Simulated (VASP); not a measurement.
# Ir (Fm-3m) in VASP: notebook

The runs below take Ir through single point, with PBEsol.

All numbers are computed with VASP 6.6.1; they aren't measurements. Logs are shortened: lines on timing, memory, paths and dates and some standing lists are left out, and cuts for length are marked.

## (1) The cell of the first run

Symmetry: Fm-3m, No. 225, cubic system. The conventional cell has a = 3.753 Å, b = 3.753 Å, c = 3.753 Å, α = 90.00°, β = 90.00°, γ = 90.00°. Within 3.5 Å of Ir (site symmetry m-3m) lie 12 Ir at 2.65 Å.

## (2) Single point, PBEsol (volume scaled by 0.94)

Input file INCAR:

```
ALGO = Normal
EDIFF = 1E-6
ENCUT = 520
GGA = PS
ISIF = 2
ISMEAR = -1
LASPH = T
LCHARG = F
LREAL = F
LWAVE = F
NBANDS = 10
NELM = 100
PREC = Accurate
SIGMA = 0.08
```

Input file KPOINTS:

```
k-points
0
Gamma
  19 19 19
```

Input file POSCAR:

```
Ir
1.0
    0.0000000000      1.8765528308      1.8765528308
    1.8765528308      0.0000000000      1.8765528308
    1.8765528308      1.8765528308      0.0000000000
Ir
1
Direct
    0.0000000000      0.0000000000      0.0000000000
```

Potentials or basis: VASP PAW PBE potentials, release 64 (Ir).

Command:

```
$ cat potpaw_PBE.64/Ir/POTCAR > POTCAR
$ mpirun -np 1 vasp_std > vasp.out
```

OUTCAR:

```text
EDIFF = 1E-6
   ENCUT = 520
   GGA = PS
   ISIF = 2
   ISMEAR = -1
   LASPH = T
   LREAL = F
   NELM = 100
   PREC = Accurate

 ion  position               nearest neighbor table
   1  0.000  0.000  0.000-

  LATTYP: Found a face centered cubic cell.
 ALAT       =     3.7531056616

  Lattice vectors:

 A1 = (   0.0000000000,   1.8765528308,   1.8765528308)
 A2 = (   1.8765528308,   0.0000000000,   1.8765528308)
 A3 = (   1.8765528308,   1.8765528308,   0.0000000000)

Analysis of symmetry for initial positions (statically):
=====================================================================
 Subroutine PRICEL returns:
 Original cell was already a primitive cell.

 Routine SETGRP: Setting up the symmetry group for a
 face centered cubic supercell.

 Subroutine GETGRP returns: Found 48 space group operations
 (whereof 48 operations were pure point group operations)
 out of a pool of 48 trial point group operations.

The static configuration has the point symmetry O_h .

Analysis of symmetry for dynamics (positions and initial velocities):
=====================================================================
 Subroutine PRICEL returns:
 Original cell was already a primitive cell.

 Routine SETGRP: Setting up the symmetry group for a
 face centered cubic supercell.

 Subroutine GETGRP returns: Found 48 space group operations
 (whereof 48 operations were pure point group operations)
 out of a pool of 48 trial point group operations.

The dynamic configuration has the point symmetry O_h .

 Subroutine INISYM returns: Found 48 space group operations
 (whereof 48 operations are pure point group operations),
 and found     1 'primitive' translations

----------------------------------------------------------------------------------------

                                     Primitive cell

  volume of cell :      13.2164

  direct lattice vectors                    reciprocal lattice vectors
     0.000000000  1.876552831  1.876552831    -0.266446002  0.266446002  0.266446002
     1.876552831  0.000000000  1.876552831     0.266446002 -0.266446002  0.266446002
     1.876552831  1.876552831  0.000000000     0.266446002  0.266446002 -0.266446002

  length of vectors
     2.653846464  2.653846464  2.653846464     0.461498014  0.461498014  0.461498014

  position of ions in fractional coordinates (direct lattice)
     0.000000000  0.000000000  0.000000000

  ion indices of the primitive-cell ions
   primitive index   ion index
                 1           1

----------------------------------------------------------------------------------------

 KPOINTS: k-points

Automatic generation of k-mesh.
 Grid dimensions read from file:
 generate k-points for:   19   19   19

 Generating k-lattice:

  Cartesian coordinates                     Fractional coordinates (reciprocal lattice)
    -0.014023474  0.014023474  0.014023474     0.052631579  0.000000000  0.000000000
     0.014023474 -0.014023474  0.014023474     0.000000000  0.052631579  0.000000000
     0.014023474  0.014023474 -0.014023474     0.000000000  0.000000000  0.052631579

  Length of vectors
     0.024289369  0.024289369  0.024289369

  Shift w.r.t. Gamma in fractional coordinates (k-lattice)
     0.000000000  0.000000000  0.000000000

 Subroutine IBZKPT returns following result:
 ===========================================

 Found    220 irreducible k-points:

 Following reciprocal coordinates:
            Coordinates               Weight
  0.000000  0.000000  0.000000      1.000000
  0.052632  0.000000  0.000000      8.000000
  0.105263  0.000000  0.000000      8.000000
  0.157895  0.000000  0.000000      8.000000
  0.210526  0.000000  0.000000      8.000000
  0.263158  0.000000  0.000000      8.000000
[... 16 lines left out ...]
 -0.315789  0.052632  0.000000     24.000000
 -0.263158  0.052632  0.000000     24.000000
 [... further k-points ...]
   k-points           NKPTS =    220   k-points in BZ     NKDIM =    220   number of bands    NBANDS=     10
   number of dos      NEDOS =    301   number of ions     NIONS =      1
   total plane-waves  NPLWV =   8000
   dimension x,y,z NGX =    20 NGY =   20 NGZ =   20
   dimension x,y,z NGXF=    40 NGYF=   40 NGZF=   40
   ions per type =               1
   NGX,Y,Z   is equivalent  to a cutoff of  12.53, 12.53, 12.53 a.u.
   NGXF,Y,Z  is equivalent  to a cutoff of  25.06, 25.06, 25.06 a.u.
 SYSTEM =  unknown system
   PREC   = accura    normal or accurate (medium, high low for compatibility)
   ISTART =      0    job   : 0-new  1-cont  2-samecut
   ICHARG =      2    charge: 1-file 2-atom 10-const
   ISPIN  =      1    spin polarized calculation?
   LNONCOLLINEAR =      F non collinear calculations
   LSORBIT =      F    spin-orbit coupling
   LASPH  =      T    aspherical Exc in radial PAW
   ENCUT  =  520.0 eV  38.22 Ry    6.18 a.u.   4.93  4.93  4.93*2*pi/ulx,y,z
   NELM   =    100;   NELMIN=  2; NELMDL= -5     # of ELM steps
   EDIFF  = 0.1E-05   stopping-criterion for ELM
   LREAL  =      F    real-space projection
   EDIFFG = 0.1E-04   stopping-criterion for IOM
   NSW    =      0    number of steps for IOM
   IBRION =     -1    ionic relax: 0-MD 1-quasi-New 2-CG
   NFREE  =      0    steps in history (QN), initial steepest desc. (CG)
   ISIF   =      2    stress and relaxation
   ISYM   =      2    0-nonsym 1-usesym 2-fastsym
   POTIM  = 0.5000    time-step for ionic-motion
   TEBEG  =    0.0;   TEEND  =   0.0 temperature during run
   PSTRESS=    0.0 pullay stress
   NELECT =       9.0000    total number of electrons
   NUPDOWN=      -1.0000    fix difference up-down
   EMIN   =  10.00;   EMAX   =-10.00  energy-range for DOS
   EFERMI =   0.00;   METHOD = LEGACY
   ISMEAR =    -1;   SIGMA  =   0.08  broadening in eV -4-tet -1-fermi 0-gaus
   EFERMI_NEDOS =   21; number of points for ismear=-14 and -15
   IALGO  =     38    algorithm
   IMIX   =      4    mixing-type and parameters
     AMIX     =   0.40;   BMIX     =  1.00
     AMIX_MAG =   1.60;   BMIX_MAG =  1.00
  volume/ion in A,a.u.               =      13.22        89.19
  Fermi-wavevector in a.u.,A,eV,Ry     =   1.440295  2.721763 28.224613  2.074451
  Thomas-Fermi vector in A             =   2.559055
   LORBIT       =      0    0 simple, 1 ext, 2 COOP (PROOUT), +10 PAW based schemes
   GGA     = PS    functional components
   LHFCALC =     F    Hartree Fock is set to
   AEXX    =    0.0000 exact exchange contribution
   IVDW    =     0    specifies the selected vdW correction
   LEPSILON=     F    determine dielectric tensor
   LRPA    =     F    only Hartree local field effects (RPA)
 non-spin polarized calculation
  energy-cutoff  :      520.00
  volume of cell :       13.22
 maximum number of plane-waves:       366
   NGX =  9   NGY =  9   NGZ =  9

 number of electron       9.0000000 magnetization

 Free energy of the ion-electron system (eV)
  ---------------------------------------------------
  ext. energy  EPLUGINS =         0.00000000
  ---------------------------------------------------
  free energy    TOTEN  =        -9.74844258 eV

  energy without entropy =       -9.72698357  energy(sigma->0) =       -9.73771307

 E-fermi :  11.4553     XC(G=0): -14.5035

 val. band max:       11.4329702620   @ k =   0.4211   0.1579   0.0526
 cond. band min:      11.4597203218   @ k =   0.4737   0.3684   0.0000
 fundamental gap:      0.0267500598
 Fermi energy:        11.4552556726

 k-point     1 :       0.0000    0.0000    0.0000
  band No.  band energies     occupation
      1      -0.4727      2.00000
      2       7.1434      2.00000
      3       7.1434      2.00000
      4       7.1434      2.00000
      5      10.1676      2.00000
      6      10.1676      2.00000
      7      25.6320      0.00000
      8      31.6214      0.00000
      9      31.6214      0.00000
     10      31.6214      0.00000

 k-point     2 :       0.0526    0.0000    0.0000
  band No.  band energies     occupation
      1      -0.3395      2.00000
      2       7.0679      2.00000
      3       7.2031      2.00000
      4       7.2031      2.00000
      5      10.1261      2.00000
      6      10.1261      2.00000
      7      25.8712      0.00000
      8      30.9142      0.00000
      9      31.8473      0.00000
     10      31.8473      0.00000

 k-point     3 :       0.1053    0.0000    0.0000
  band No.  band energies     occupation
      1       0.0469      2.00000
      2       6.8718      2.00000
      3       7.3622      2.00000
      4       7.3622      2.00000
      5      10.0313      2.00000
      6      10.0313      2.00000
      7      26.5346      0.00000
      8      29.5208      0.00000
      9      32.5066      0.00000
     10      32.5066      0.00000

 k-point     4 :       0.1579    0.0000    0.0000
  band No.  band energies     occupation
      1       0.6414      2.00000
      2       6.6407      2.00000
      3       7.5522      2.00000
      4       7.5522      2.00000
      5       9.9737      2.00000
      6       9.9737      2.00000
      7      27.3325      0.00000
      8      28.1851      0.00000
      9      33.5468      0.00000
     10      33.5468      0.00000

 k-point     5 :       0.2105    0.0000    0.0000
  band No.  band energies     occupation
      1       1.3490      2.00000
      2       6.5106      2.00000
      3       7.6578      2.00000
      4       7.6578      2.00000
      5      10.0906      2.00000
      6      10.0906      2.00000
      7      26.4631      0.00000
      8      28.4971      0.00000
      9      34.8796      0.00000
     10      34.8796      0.00000

 k-point     6 :       0.2632    0.0000    0.0000
  band No.  band energies     occupation
      1       2.0033      2.00000
      2       6.6696      2.00000
      3       7.6060      2.00000
      4       7.6060      2.00000
      5      10.4630      1.99999
      6      10.4630      1.99999
      7      25.1097      0.00000
      8      28.5703      0.00000
      9      36.2456      0.00000
     10      36.2597      0.00000
[... 183 lines left out ...]
 k-point    21 :      -0.4211    0.0526    0.0000
  band No.  band energies     occupation
      1       2.7059      2.00000
      2       6.9858      2.00000
      3       7.1585      2.00000
      4       9.4739      2.00000
      5      12.0923      0.00070
      6      12.9183      0.00000
      7      20.1730      0.00000
      8      25.6691      0.00000
      9      31.6748      0.00000
     10      32.6007      0.00000

 k-point    22 :      -0.3684    0.0526    0.0000
  band No.  band energies     occupation
      1       2.7119      2.00000
      2       7.1321      2.00000
      3       7.2769      2.00000
      4       8.4627      2.00000
      5      11.5141      0.64794
      6      12.4291      0.00001
      7      21.6639      0.00000
      8      26.3117      0.00000
      9      32.3951      0.00000
     10      33.9527      0.00000

 k-point    23 :      -0.3158    0.0526    0.0000
  band No.  band energies     occupation
      1       2.6190      2.00000
      2       7.2887      2.00000
      3       7.4486      2.00000
      4       7.4538      2.00000
      5      10.8402      1.99908
      6      11.8081      0.02400
      7      23.2921      0.00000
      8      27.3506      0.00000
      9      33.4901      0.00000
     10      35.7715      0.00000

 k-point    24 :      -0.2632    0.0526    0.0000
  band No.  band energies     occupation
      1       2.2933      2.00000
      2       6.6662      2.00000
      3       7.5392      2.00000
      4       7.6422      2.00000
      5      10.2057      2.00000
      6      11.1738      1.94241
      7      24.7845      0.00000
      8      28.4624      0.00000
      9      34.5358      0.00000
     10      35.5198      0.00000

 [... further k-points ...]

------------------------ aborting loop because EDIFF is reached ----------------------------------------

  FORCE on cell =-STRESS in cart. coord.  units (eV):
  Direction    XX          YY          ZZ          XY          YZ          ZX
  --------------------------------------------------------------------------------------
  -------------------------------------------------------------------------------------
  Total        2.4302463      2.4302463      2.4302463      0.0000000      0.0000000      0.0000000
  in kB      294.6106819    294.6106819    294.6106819      0.0000000      0.0000000      0.0000000
  external PRESSURE =     294.6106819 kB  Pullay stress =       0.0000000 kB

 VOLUME and BASIS-vectors are now :
 -----------------------------------------------------------------------------
  energy-cutoff  :      520.00
  volume of cell :       13.22
      direct lattice vectors                 reciprocal lattice vectors
     0.000000000  1.876552831  1.876552831    -0.266446002  0.266446002  0.266446002
     1.876552831  0.000000000  1.876552831     0.266446002 -0.266446002  0.266446002
     1.876552831  1.876552831  0.000000000     0.266446002  0.266446002 -0.266446002

 POSITION                                       TOTAL-FORCE (eV/Angst)
 -----------------------------------------------------------------------------------
      0.00000      0.00000      0.00000        -0.000000      0.000000     -0.000000
 -----------------------------------------------------------------------------------
    total drift:                                0.000000     -0.000000     -0.000000

  FREE ENERGIE OF THE ION-ELECTRON SYSTEM (eV)
  ---------------------------------------------------
  free  energy   TOTEN  =        -9.7484425766 eV

  energy  without entropy=       -9.7269835695  energy(sigma->0) =       -9.73771307
```

Wall time 35 s (1 thread of Intel Xeon 8259CL, shared host); peak memory 0.16 GiB.

Results:

```
Free energy : -9.7484 eV
Pressure    : 29.5 GPa
```

Caveat: the cell differs from its parent crystal (volume scaled by 0.94); the PAW data sets were made with another functional, which shifts forces and pressure a little; spin-orbit coupling is left out, which moves the levels of the heavy elements.

## (3) Single point, PBEsol

This run uses another cell than the first one, of 14.06 Å³/atom, 1.064 times its volume.

Input file INCAR:

```
SYSTEM = Ir
PREC = Accurate
ENCUT = 520
EDIFF = 1E-6
ISMEAR = -1
SIGMA = 0.08
LREAL = .False.
LASPH = .True.
NELM = 60
ALGO = Normal
ISIF = 2
LWAVE = .False.
LCHARG = .True.
GGA = PS
LELF = .True.
LVHAR = .True.
NBANDS = 10
```

Input file KPOINTS:

```
Automatic mesh
0
Gamma
  19 19 19
  0 0 0
```

Input file POSCAR:

```
Ir
1.0
    0.0000000000      1.9156588830      1.9156588830
    1.9156588830      0.0000000000      1.9156588830
    1.9156588830      1.9156588830      0.0000000000
Ir
1
Direct
    0.0000000000      0.0000000000      0.0000000000
```

Potentials or basis: VASP PAW PBE potentials, release 64 (Ir).

Command:

```
$ cat potpaw_PBE.64/Ir/POTCAR > POTCAR
$ mpirun -np 1 vasp_std > vasp.out
```

OUTCAR:

```text
SYSTEM = Ir
   PREC = Accurate
   ENCUT = 520
   EDIFF = 1E-6
   ISMEAR = -1
   LREAL = .False.
   LASPH = .True.
   NELM = 60
   ISIF = 2
   GGA = PS

 ion  position               nearest neighbor table
   1  0.000  0.000  0.000-

  LATTYP: Found a face centered cubic cell.
 ALAT       =     3.8313177660

  Lattice vectors:

 A1 = (   0.0000000000,   1.9156588830,   1.9156588830)
 A2 = (   1.9156588830,   0.0000000000,   1.9156588830)
 A3 = (   1.9156588830,   1.9156588830,   0.0000000000)

Analysis of symmetry for initial positions (statically):
=====================================================================
 Subroutine PRICEL returns:
 Original cell was already a primitive cell.

 Routine SETGRP: Setting up the symmetry group for a
 face centered cubic supercell.

 Subroutine GETGRP returns: Found 48 space group operations
 (whereof 48 operations were pure point group operations)
 out of a pool of 48 trial point group operations.

The static configuration has the point symmetry O_h .

Analysis of symmetry for dynamics (positions and initial velocities):
=====================================================================
 Subroutine PRICEL returns:
 Original cell was already a primitive cell.

 Routine SETGRP: Setting up the symmetry group for a
 face centered cubic supercell.

 Subroutine GETGRP returns: Found 48 space group operations
 (whereof 48 operations were pure point group operations)
 out of a pool of 48 trial point group operations.

The dynamic configuration has the point symmetry O_h .

 Subroutine INISYM returns: Found 48 space group operations
 (whereof 48 operations are pure point group operations),
 and found     1 'primitive' translations

----------------------------------------------------------------------------------------

[... 111 lines left out ...]
  volume/ion in A,a.u.               =      14.06        94.88
  Fermi-wavevector in a.u.,A,eV,Ry     =   1.410893  2.666202 27.084026  1.990620
  Thomas-Fermi vector in A             =   2.532800
   LORBIT       =      0    0 simple, 1 ext, 2 COOP (PROOUT), +10 PAW based schemes
   GGA     = PS    functional components
   LHFCALC =     F    Hartree Fock is set to
   AEXX    =    0.0000 exact exchange contribution
   IVDW    =     0    specifies the selected vdW correction
   LEPSILON=     F    determine dielectric tensor
   LRPA    =     F    only Hartree local field effects (RPA)
 non-spin polarized calculation
  energy-cutoff  :      520.00
  volume of cell :       14.06
 maximum number of plane-waves:       388
   NGX =  9   NGY =  9   NGZ =  9

 number of electron       9.0000000 magnetization

 Free energy of the ion-electron system (eV)
  ---------------------------------------------------
  ext. energy  EPLUGINS =         0.00000000
  ---------------------------------------------------
  free energy    TOTEN  =        -9.82446791 eV

  energy without entropy =       -9.80118656  energy(sigma->0) =       -9.81282724

 E-fermi :  10.3354     XC(G=0): -14.1376

 val. band max:       10.3337071703   @ k =  -0.1579   0.1579   0.0526
 cond. band min:      10.3392605699   @ k =   0.4737   0.3684   0.0000
 fundamental gap:      0.0055533995
 Fermi energy:        10.3354036525

 k-point     1 :       0.0000    0.0000    0.0000
  band No.  band energies     occupation
      1      -0.9040      2.00000
      2       6.4152      2.00000
      3       6.4152      2.00000
      4       6.4152      2.00000
      5       9.1580      2.00000
      6       9.1580      2.00000
      7      24.6600      0.00000
      8      30.2707      0.00000
      9      30.2707      0.00000
     10      30.2707      0.00000
[... 287 lines left out ...]
 k-point    24 :      -0.2632    0.0526    0.0000
  band No.  band energies     occupation
      1       1.7576      2.00000
      2       5.9486      2.00000
      3       6.7831      2.00000
      4       6.8786      2.00000
      5       9.2096      2.00000
      6      10.0782      1.92281
      7      23.3540      0.00000
      8      26.9524      0.00000
      9      32.5346      0.00000
     10      33.8803      0.00000

 [... further k-points ...]

------------------------ aborting loop because EDIFF is reached ----------------------------------------

  FORCE on cell =-STRESS in cart. coord.  units (eV):
  Direction    XX          YY          ZZ          XY          YZ          ZX
  --------------------------------------------------------------------------------------
  -------------------------------------------------------------------------------------
  Total        0.0876125      0.0876125      0.0876125      0.0000000      0.0000000      0.0000000
  in kB        9.9837127      9.9837127      9.9837127      0.0000000      0.0000000      0.0000000
  external PRESSURE =       9.9837127 kB  Pullay stress =       0.0000000 kB

 VOLUME and BASIS-vectors are now :
 -----------------------------------------------------------------------------
  energy-cutoff  :      520.00
  volume of cell :       14.06
      direct lattice vectors                 reciprocal lattice vectors
     0.000000000  1.915658883  1.915658883    -0.261006803  0.261006803  0.261006803
     1.915658883  0.000000000  1.915658883     0.261006803 -0.261006803  0.261006803
     1.915658883  1.915658883  0.000000000     0.261006803  0.261006803 -0.261006803

 POSITION                                       TOTAL-FORCE (eV/Angst)
 -----------------------------------------------------------------------------------
      0.00000      0.00000      0.00000        -0.000000     -0.000000     -0.000000
 -----------------------------------------------------------------------------------
    total drift:                               -0.000000     -0.000000      0.000000

  FREE ENERGIE OF THE ION-ELECTRON SYSTEM (eV)
  ---------------------------------------------------
  free  energy   TOTEN  =        -9.8244679108 eV

  energy  without entropy=       -9.8011865611  energy(sigma->0) =       -9.81282724
```

Run time: 29 s. Hardware: 1 thread of AMD EPYC 9R45 (Zen 5), shared host; peak memory 0.12 GiB.

What came out:

```
Free energy : -9.8245 eV
Pressure    : 1.0 GPa
```

Caveat: the PAW data sets were made with another functional, which shifts forces and pressure a little; spin-orbit coupling is left out, which moves the levels of the heavy elements.
